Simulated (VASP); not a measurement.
# SiGe3 (P-6m2) in VASP: a series of runs

Runs on SiGe3. Level: PBE. Tasks: single point, relaxation of cell and atoms.

All numbers are computed with VASP 6.6.1; they aren't measurements. Logs are shortened: lines on timing, memory, paths and dates and some standing lists are left out, and cuts for length are marked.

### 1 The cell of the first run

Symmetry: P-6m2, No. 187, hexagonal system. The conventional cell has a = 2.987 Å, b = 2.987 Å, c = 9.454 Å, α = 90.00°, β = 90.00°, γ = 120.00°. Within 3.9 Å of Si (site symmetry -6m2) lie 6 Ge at 2.93 Å and 6 Si at 2.99 Å. Within 3.9 Å of Ge (site symmetry 3m) lie 9 Ge at 2.93 to 2.99 Å and 3 Si at 2.93 Å. Ge (site symmetry -6m2) has 12 Ge at 2.93 to 2.99 Å within 3.9 Å.

### 2 Single point, PBE

Contents of INCAR:

```
PREC = Accurate ; ENCUT = 520
EDIFF = 1E-6 ; ISMEAR = 0
SIGMA = 0.1 ; LREAL = F
LASPH = T ; NELM = 60
ALGO = Normal ; ISIF = 2
LWAVE = F ; LCHARG = T
GGA = PE ; LELF = T
LVHAR = T ; NBANDS = 31
```

Contents of KPOINTS:

```
regular mesh
0
Gamma
  6 6 2
```

Contents of POSCAR:

```
SiGe3
1.0
    2.9870182400      0.0000000000      0.0000000000
   -1.4935091200      2.5868336800      0.0000000000
    0.0000000000      0.0000000000      9.4538518400
Si Ge
1 3
Direct
    0.6666666700      0.3333333300      0.5000000000
    0.3333333300      0.6666666700      0.7500000000
    0.3333333300      0.6666666700      0.2500000000
    0.6666666700      0.3333333300      0.0000000000
```

Potentials or basis: VASP PAW PBE potentials, release 64 (Si, Ge_d).

Command:

```console
$ cat potpaw_PBE.64/Si/POTCAR potpaw_PBE.64/Ge_d/POTCAR > POTCAR
$ mpirun -np 1 vasp_std > vasp.out
```

OUTCAR:

```text
PREC = Accurate
   ENCUT = 520
   EDIFF = 1E-6
   ISMEAR = 0
   LREAL = F
   LASPH = T
   NELM = 60
   ISIF = 2
   GGA = PE

 ion  position               nearest neighbor table
   1  0.667  0.333  0.500-   2 2.93   3 2.93   2 2.93   3 2.93   2 2.93   3 2.93
   2  0.333  0.667  0.750-   1 2.93   1 2.93   1 2.93
   3  0.333  0.667  0.250-   1 2.93   1 2.93   1 2.93
   4  0.667  0.333  0.000-

  LATTYP: Found a hexagonal cell.
 ALAT       =     2.9870182400
 C/A-ratio  =     3.1649796153

  Lattice vectors:

 A1 = (   2.9870182400,   0.0000000000,   0.0000000000)
 A2 = (  -1.4935091200,   2.5868336800,   0.0000000000)
 A3 = (   0.0000000000,   0.0000000000,   9.4538518400)

Analysis of symmetry for initial positions (statically):
=====================================================================
 Subroutine PRICEL returns:
 Original cell was already a primitive cell.

 Routine SETGRP: Setting up the symmetry group for a
 hexagonal supercell.

 Subroutine GETGRP returns: Found 12 space group operations
 (whereof 12 operations were pure point group operations)
 out of a pool of 24 trial point group operations.

The static configuration has the point symmetry D_3h.

Analysis of symmetry for dynamics (positions and initial velocities):
=====================================================================
 Subroutine PRICEL returns:
 Original cell was already a primitive cell.

 Routine SETGRP: Setting up the symmetry group for a
 hexagonal supercell.

 Subroutine GETGRP returns: Found 12 space group operations
 (whereof 12 operations were pure point group operations)
 out of a pool of 24 trial point group operations.

The dynamic configuration has the point symmetry D_3h.

 Subroutine INISYM returns: Found 12 space group operations
 (whereof 12 operations are pure point group operations),
 and found     1 'primitive' translations

----------------------------------------------------------------------------------------

                                     Primitive cell

  volume of cell :      73.0492

  direct lattice vectors                    reciprocal lattice vectors
     2.987018240  0.000000000  0.000000000     0.334782020  0.193286489  0.000000000
    -1.493509120  2.586833680  0.000000000     0.000000000  0.386572978  0.000000000
     0.000000000  0.000000000  9.453851840     0.000000000  0.000000000  0.105776991

  length of vectors
     2.987018240  2.987018242  9.453851840     0.386572979  0.386572978  0.105776991

  position of ions in fractional coordinates (direct lattice)
     0.666666670  0.333333330  0.500000000
     0.333333330  0.666666670  0.750000000
     0.333333330  0.666666670  0.250000000
     0.666666670  0.333333330  0.000000000

  ion indices of the primitive-cell ions
   primitive index   ion index
                 1           1
                 2           2
                 3           3
                 4           4

----------------------------------------------------------------------------------------

 KPOINTS: regular mesh

Automatic generation of k-mesh.
 Grid dimensions read from file:
 generate k-points for:    6    6    2

 Generating k-lattice:

  Cartesian coordinates                     Fractional coordinates (reciprocal lattice)
     0.055797003  0.032214415  0.000000000     0.166666667  0.000000000  0.000000000
     0.000000000  0.064428830  0.000000000     0.000000000  0.166666667  0.000000000
     0.000000000  0.000000000  0.052888495     0.000000000  0.000000000  0.500000000

  Length of vectors
     0.064428830  0.064428830  0.052888495

  Shift w.r.t. Gamma in fractional coordinates (k-lattice)
     0.000000000  0.000000000  0.000000000

 Subroutine IBZKPT returns following result:
 ===========================================

 Found     14 irreducible k-points:

 Following reciprocal coordinates:
            Coordinates               Weight
  0.000000  0.000000  0.000000      1.000000
  0.166667 -0.000000  0.000000      6.000000
  0.333333  0.000000  0.000000      6.000000
  0.500000  0.000000  0.000000      3.000000
  0.166667  0.166667  0.000000      6.000000
  0.333333  0.166667  0.000000     12.000000
  0.333333  0.333333  0.000000      2.000000
  0.000000  0.000000  0.500000      1.000000
  0.166667 -0.000000  0.500000      6.000000
  0.333333  0.000000  0.500000      6.000000
  0.500000  0.000000  0.500000      3.000000
  0.166667  0.166667  0.500000      6.000000
  0.333333  0.166667  0.500000     12.000000
  0.333333  0.333333  0.500000      2.000000
   k-points           NKPTS =     14   k-points in BZ     NKDIM =     14   number of bands    NBANDS=     31
   number of dos      NEDOS =    301   number of ions     NIONS =      4
   total plane-waves  NPLWV =  40320
   dimension x,y,z NGX =    24 NGY =   24 NGZ =   70
   dimension x,y,z NGXF=    48 NGYF=   48 NGZF=  140
   ions per type =               1   3
   NGX,Y,Z   is equivalent  to a cutoff of  13.36, 13.36, 12.31 a.u.
[... 114 lines left out ...]

 k-point     5 :       0.1667    0.1667    0.0000
  band No.  band energies     occupation
      1     -17.6214      2.00000
      2     -17.6072      2.00000
      3     -17.6061      2.00000
      4     -17.5862      2.00000
      5     -17.5742      2.00000
      6     -17.5708      2.00000
[... 23 lines left out ...]
     30      12.8582      0.00000
     31      13.1084      0.00000

 k-point     6 :       0.3333    0.1667    0.0000
  band No.  band energies     occupation
      1     -17.6283      2.00000
      2     -17.6180      2.00000
      3     -17.5965      2.00000
      4     -17.5947      2.00000
      5     -17.5793      2.00000
      6     -17.5729      2.00000
[... 23 lines left out ...]
     30      12.6378      0.00000
     31      12.7833      0.00000

 k-point     7 :       0.3333    0.3333    0.0000
  band No.  band energies     occupation
      1     -17.6186      2.00000
      2     -17.6021      2.00000
      3     -17.5959      2.00000
      4     -17.5808      2.00000
      5     -17.5714      2.00000
      6     -17.5479      2.00000
[... 23 lines left out ...]
     30      12.1261      0.00000
     31      13.6460      0.00000

 k-point     8 :       0.0000    0.0000    0.5000
  band No.  band energies     occupation
      1     -17.6140      2.00000
      2     -17.6140      2.00000
      3     -17.6095      2.00000
      4     -17.5895      2.00000
      5     -17.5895      2.00000
      6     -17.5760      2.00000
[... 23 lines left out ...]
     30      15.6221      0.00000
     31      15.6222      0.00000

 k-point     9 :       0.1667   -0.0000    0.5000
  band No.  band energies     occupation
      1     -17.6245      2.00000
      2     -17.6005      2.00000
      3     -17.5986      2.00000
      4     -17.5924      2.00000
      5     -17.5798      2.00000
      6     -17.5779      2.00000
[... 23 lines left out ...]
     30      14.8071      0.00000
     31      15.0109      0.00000

 k-point    10 :       0.3333    0.0000    0.5000
  band No.  band energies     occupation
      1     -17.6447      2.00000
      2     -17.6154      2.00000
      3     -17.5998      2.00000
      4     -17.5940      2.00000
      5     -17.5831      2.00000
      6     -17.5808      2.00000
[... 23 lines left out ...]
     30      13.4430      0.00000
     31      13.5455      0.00000

 k-point    11 :       0.5000    0.0000    0.5000
  band No.  band energies     occupation
      1     -17.6545      2.00000
      2     -17.6237      2.00000
      3     -17.6068      2.00000
      4     -17.6036      2.00000
      5     -17.5880      2.00000
      6     -17.5876      2.00000
[... 23 lines left out ...]
     30      12.9131      0.00000
     31      12.9652      0.00000

 k-point    12 :       0.1667    0.1667    0.5000
  band No.  band energies     occupation
      1     -17.6214      2.00000
      2     -17.6072      2.00000
      3     -17.6062      2.00000
      4     -17.5863      2.00000
      5     -17.5743      2.00000
      6     -17.5708      2.00000
[... 23 lines left out ...]
     30      14.3768      0.00000
     31      14.4822      0.00000

 k-point    13 :       0.3333    0.1667    0.5000
  band No.  band energies     occupation
      1     -17.6282      2.00000
      2     -17.6181      2.00000
      3     -17.5967      2.00000
      4     -17.5947      2.00000
      5     -17.5793      2.00000
      6     -17.5727      2.00000
[... 23 lines left out ...]
     30      12.2351      0.00000
     31      12.5134      0.00000

 k-point    14 :       0.3333    0.3333    0.5000
  band No.  band energies     occupation
      1     -17.6186      2.00000
      2     -17.6022      2.00000
      3     -17.5958      2.00000
      4     -17.5807      2.00000
      5     -17.5714      2.00000
      6     -17.5483      2.00000
[... 23 lines left out ...]
     30      11.1030      0.00000
     31      11.1792      0.00000

------------------------ aborting loop because EDIFF is reached ----------------------------------------

  FORCE on cell =-STRESS in cart. coord.  units (eV):
  Direction    XX          YY          ZZ          XY          YZ          ZX
  --------------------------------------------------------------------------------------
  -------------------------------------------------------------------------------------
  Total       -1.1288277     -1.1288277      1.2071327      0.0000000      0.0000000      0.0000000
  in kB      -24.7584283    -24.7584283     26.4758815      0.0000000      0.0000000      0.0000000
  external PRESSURE =      -7.6803250 kB  Pullay stress =       0.0000000 kB

 VOLUME and BASIS-vectors are now :
 -----------------------------------------------------------------------------
  energy-cutoff  :      520.00
  volume of cell :       73.05
      direct lattice vectors                 reciprocal lattice vectors
     2.987018240  0.000000000  0.000000000     0.334782020  0.193286489  0.000000000
    -1.493509120  2.586833680  0.000000000     0.000000000  0.386572978  0.000000000
     0.000000000  0.000000000  9.453851840     0.000000000  0.000000000  0.105776991

 POSITION                                       TOTAL-FORCE (eV/Angst)
 -----------------------------------------------------------------------------------
      1.49351      0.86228      4.72693         0.000000     -0.000000      0.000000
     -0.00000      1.72456      7.09039        -0.000000      0.000000     -0.420737
     -0.00000      1.72456      2.36346        -0.000000      0.000000      0.420737
      1.49351      0.86228      0.00000         0.000000     -0.000000      0.000000
 -----------------------------------------------------------------------------------
    total drift:                                0.000007     -0.000004      0.000000

  FREE ENERGIE OF THE ION-ELECTRON SYSTEM (eV)
  ---------------------------------------------------
  free  energy   TOTEN  =       -17.1927838904 eV

  energy  without entropy=      -17.1831112981  energy(sigma->0) =      -17.18794759
```

Run time: 38 s. Hardware: 1 thread of AMD EPYC 9R45 (Zen 5), shared host; peak memory 0.16 GiB.

Results:

```yaml
Free_energy: -17.1928 eV
Pressure: -0.8 GPa
Largest_force: 0.421 eV/Å
Band_gap_on_the_k_mesh: zero (band 23 reaches 13.74 eV, above the bottom of band 24 at 4.69 eV)
```

Forces on the atoms (eV/Å):
```
Si   0.000  0.000  0.000
Ge   0.000  0.000 -0.421
Ge   0.000  0.000  0.421
Ge   0.000  0.000  0.000
```

Caveat: the k points lie up to 0.40 Å⁻¹ apart.

### 3 Single point, PBE

This run uses another cell than the first one, of 18.08 Å³/atom, 0.990 times its volume.

Contents of INCAR:

```
SYSTEM = SiGe3
PREC = Accurate
ENCUT = 520
EDIFF = 1E-6
ISMEAR = 0
SIGMA = 0.1
LREAL = .False.
LASPH = .True.
NELM = 60
ALGO = Normal
ISIF = 2
LWAVE = .False.
LCHARG = .False.
GGA = PE
NBANDS = 31
```

Contents of KPOINTS:

```
regular mesh
0
Gamma
  6 6 2
  0 0 0
```

Contents of POSCAR:

```
SiGe3
1.0
    2.9477815144      0.0000000000      0.0000000000
   -1.4738907572      2.5528536763      0.0000000000
    0.0000000000      0.0000000000      9.6105272096
Si Ge
1 3
Direct
    0.6666666667      0.3333333333      0.5000000000
    0.3333333333      0.6666666667      0.7342852771
    0.3333333333      0.6666666667      0.2657147229
    0.6666666667      0.3333333333      0.0000000000
```

Potentials or basis: VASP PAW PBE potentials, release 64 (Si, Ge_d).

Command:

```console
$ cat potpaw_PBE.64/Si/POTCAR potpaw_PBE.64/Ge_d/POTCAR > POTCAR
$ mpirun -np 1 vasp_std > vasp.out
```

Wall time 36 s (1 thread of AMD EPYC 9R45 (Zen 5), shared host); peak memory 0.16 GiB.

It converged, with:

| Item | Value |
| --- | --- |
| Free energy | -17.2860 eV |
| Pressure | 0.0 GPa |
| Largest force | 0.012 eV/Å |
| Band gap on the k mesh | zero (band 23 reaches 13.96 eV, above the bottom of band 24 at 4.79 eV) |

Forces in eV/Å, atoms in the order of the input:
```
Si   0.000  0.000  0.000
Ge   0.000  0.000 -0.012
Ge   0.000  0.000  0.012
Ge   0.000  0.000  0.000
```

Stress tensor (GPa, compression positive):
```
 0.06  0.00  0.00
 0.00  0.06  0.00
 0.00  0.00 -0.12
```

Levels at points of the mesh, in eV from the Fermi level:
```csv
k point,band 19,band 20,band 21,band 22,band 23,band 24,band 25,band 26,band 27,band 28
"(0.00, 0.00, 0.00)",-7.64,-5.70,1.18,1.37,6.64,6.64,7.97,7.97,8.06,8.06
"(0.50, 0.00, 0.00)",-6.62,-5.13,-4.99,-2.36,-1.53,-1.01,1.12,2.53,4.15,4.26
"(0.00, 0.00, 0.50)",-9.15,-3.19,-2.70,5.46,6.64,6.72,6.72,7.54,7.54,8.43
"(0.50, 0.00, 0.50)",-6.73,-4.79,-4.05,-3.68,-2.83,1.36,2.01,2.69,3.24,3.34
```

Caveat: the k points lie up to 0.41 Å⁻¹ apart.

### 4 Relaxation of cell and atoms, PBE

Contents of INCAR:

```
SYSTEM = SiGe3
ALGO = Normal
EDIFF = 1E-6
EDIFFG = -0.04
ENCUT = 600
GGA = PE
IBRION = 2
ISIF = 3
ISMEAR = 0
LASPH = .True.
LCHARG = .False.
LREAL = .False.
LWAVE = .False.
NELM = 80
NSW = 90
PREC = Accurate
SIGMA = 0.1
```

Contents of KPOINTS:

```
k-points
0
Gamma
  6 6 2
  0 0 0
```

Contents of POSCAR:

```
SiGe3
1.0
    2.9870182400      0.0000000000      0.0000000000
   -1.4935091200      2.5868336800      0.0000000000
    0.0000000000      0.0000000000      9.4538518400
Si Ge
1 3
Direct
    0.6666666700      0.3333333300      0.5000000000
    0.3333333300      0.6666666700      0.7500000000
    0.3333333300      0.6666666700      0.2500000000
    0.6666666700      0.3333333300      0.0000000000
```

Command:

```console
$ cat potpaw_PBE.64/Si/POTCAR potpaw_PBE.64/Ge_d/POTCAR > POTCAR
$ mpirun -np 1 vasp_std > vasp.out
```

Wall time 2.8 min (1 thread of AMD EPYC 9R45 (Zen 5), shared host); peak memory 0.18 GiB.

The run converged. Its results:

```yaml
Free_energy: -17.2860 eV
Relaxed_volume: 18.06 Å³/atom
Relaxed_cell: a = 2.946 Å, b = 2.946 Å, c = 9.614 Å, α = 90.00°, β = 90.00°, γ = 120.00°
Space_group_after_relaxing_to_0.05_Å: P-6m2 (No. 187)
Energy_gained_by_relaxing: 23.3 meV/atom
Ionic_steps: 7
Pressure_after_relaxing: 0.1 GPa
Largest_force_after_relaxing: 0.031 eV/Å
```

Forces on the atoms (eV/Å):
```
Si   0.000  0.000  0.000
Ge   0.000  0.000 -0.031
Ge   0.000  0.000  0.031
Ge   0.000  0.000  0.000
```

Stress tensor (GPa, compression positive):
```
 0.24  0.00  0.00
 0.00  0.24  0.00
 0.00  0.00 -0.18
```

Step by step:
```
step  energy change (eV)  largest force (eV/Å)  pressure (GPa)  volume (Å³)
   1              0.0000                0.4210           -0.82        73.05
   2             -0.0396                0.3724            0.44        72.05
   3             -0.0405                0.3683            0.58        71.89
   4             -0.0577                0.3248            0.25        72.32
   5             -0.0843                0.1058           -1.21        73.62
   6             -0.0929                0.0132            0.59        71.98
   7             -0.0930                0.0315            0.10        72.24
```

Final structure:
```
Si Ge
1.0
     2.94558    0.00000    0.00000
    -1.47279    2.55094    0.00000
     0.00000    0.00000    9.61391
Si Ge
1 3
Direct
  0.66667 0.33333 0.50000
  0.33333 0.66667 0.73493
  0.33333 0.66667 0.26507
  0.66667 0.33333 0.00000
```

Levels at points of the mesh, in eV from the Fermi level:
```
           k point  band 20  band 21  band 22  band 23  band 24  band 25  band 26  band 27
(0.00, 0.00, 0.00)    -5.72     1.16     1.34     6.68     6.68     7.98     7.98     8.08
(0.50, 0.00, 0.00)    -5.14    -5.01    -2.37    -1.56    -1.02     1.11     2.55     4.16
(0.00, 0.00, 0.50)    -3.20    -2.73     5.45     6.59     6.75     6.75     7.54     7.54
(0.50, 0.00, 0.50)    -4.80    -4.07    -3.69    -2.86     1.35     1.99     2.71     3.33
```

Caveat: the k points lie up to 0.41 Å⁻¹ apart in the final cell; the bands computed are all filled at some k points, so no gap is given.

### 5 Single point, PBE

Contents of INCAR:

```
SYSTEM = SiGe3
ALGO = Normal ; EDIFF = 1E-7
ENCUT = 520 ; GGA = PE
ISIF = 2 ; ISMEAR = 0
LASPH = .True. ; LCHARG = .False.
LREAL = .False. ; LWAVE = .False.
NBANDS = 31 ; NELM = 60
PREC = Accurate ; SIGMA = 0.1
```

Contents of KPOINTS:

```
k-points
0
Gamma
  18 18 6
  0 0 0
```

Contents of POSCAR:

```
SiGe3
1.0
    2.9554158477      0.0000000000      0.0000000000
   -1.4777079239      2.5594652029      0.0000000000
    0.0000000000      0.0000000000      9.6418008712
Si Ge
1 3
Direct
    0.6666666667      0.3333333333      0.5000000000
    0.3333333333      0.6666666667      0.7366668962
    0.3333333333      0.6666666667      0.2633331038
    0.6666666667      0.3333333333      0.0000000000
```

Command:

```console
$ cat potpaw_PBE.64/Si/POTCAR potpaw_PBE.64/Ge_d/POTCAR > POTCAR
$ mpirun -np 1 vasp_std > vasp.out
```

Wall time 5 min (1 thread of AMD EPYC 9R45 (Zen 5), shared host); peak memory 0.34 GiB.

The run converged. Its results:

* Free energy: -17.3097 eV
* Pressure: 0.0 GPa
* Band gap on the k mesh: zero (band 23 reaches 13.88 eV, above the bottom of band 24 at 4.74 eV)

Forces on the atoms (eV/Å):
```
Si   0.000  0.000  0.000
Ge   0.000  0.000 -0.002
Ge   0.000  0.000  0.002
Ge   0.000  0.000  0.000
```

Levels at points of the mesh, in eV from the Fermi level:
| k point | band 20 | band 21 | band 22 | band 23 | band 24 | band 25 | band 26 | band 27 |
| --- | --- | --- | --- | --- | --- | --- | --- | --- |
| (0.00, 0.00, 0.00) | -5.62 | 1.22 | 1.35 | 6.64 | 6.64 | 7.95 | 7.95 | 8.06 |
| (0.50, 0.00, 0.00) | -5.03 | -4.90 | -2.34 | -1.51 | -0.96 | 1.16 | 2.58 | 4.19 |
| (0.00, 0.00, 0.50) | -3.12 | -2.68 | 5.51 | 6.50 | 6.71 | 6.71 | 7.53 | 7.53 |
| (0.50, 0.00, 0.50) | -4.67 | -4.06 | -3.54 | -2.84 | 1.40 | 2.00 | 2.74 | 3.23 |

### 6 Overview

```tsv
task	cell	k mesh	cutoff (eV)	gap on the mesh (eV)	pressure (GPa)	largest force (eV/Å)
single point	a = 2.987, b = 2.987, c = 9.454 Å, angles 90.0, 90.0, 120.0°, 4 atoms	6 × 6 × 2	520	none	-0.8	0.42
single point	a = 2.948, b = 2.948, c = 9.611 Å, angles 90.0, 90.0, 120.0°, 4 atoms	6 × 6 × 2	520	none	0.0	0.01
relaxation of cell and atoms	relaxed from a = 2.987, b = 2.987, c = 9.454 Å, angles 90.0, 90.0, 120.0°, 4 atoms	6 × 6 × 2	600	-	0.1	0.03
single point	a = 2.955, b = 2.955, c = 9.642 Å, angles 90.0, 90.0, 120.0°, 4 atoms	18 × 18 × 6	520	none	0.0	-
```

Alike in all rows: level PBE; potentials or basis VASP PAW PBE potentials, release 64 (Si, Ge_d); no spin polarisation; smearing gaussian 0.1 eV.

Caveats: some runs use coarse meshes; the bands computed are all filled at some k points, so no gap is given (some runs).

Absolute energies hang on the potentials; compare differences alone.
